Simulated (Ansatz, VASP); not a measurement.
## One calculation of AlSn, two programs

```
Sn Al
1.0
     4.19811    0.00000    0.00000
    -2.09905    3.63567    0.00000
     0.00000    0.00000    3.30685
Sn Al
1 1
Direct
  0.33333 0.66667 0.50000
  0.00000 0.00000 0.00000
```

Alike in both runs: task single point; functional RPBE; k mesh 7 × 7 × 8; occupations gaussian, width 0.02 eV; no spin polarisation.

|  | VASP | Ansatz |
| --- | --- | --- |
| version | VASP 6.6.1 | Ansatz 0.2.0 |
| potentials or method | VASP PAW PBE potentials, release 64 (Sn_d, Al), cutoff 520 eV | all-electron LAPW, scalar-relativistic |

Ansatz gave:

```
gap on the k mesh at the Fermi level (eV)                     : none
pressure (GPa)                                                : 1.5
traceless stress, the component that is largest in VASP (GPa) : 0.62
```

Problem. Which values does VASP return?

Solution. gap on the k mesh at the Fermi level (eV): none; pressure (GPa): 1.5; traceless stress, the component that is largest in VASP (GPa): 0.61.

VASP's potentials were made for PBE, not for RPBE. A gap of «none» marks a metal or a gap that the smearing closes. Ansatz ran all-electron here, and VASP with PAW potentials.
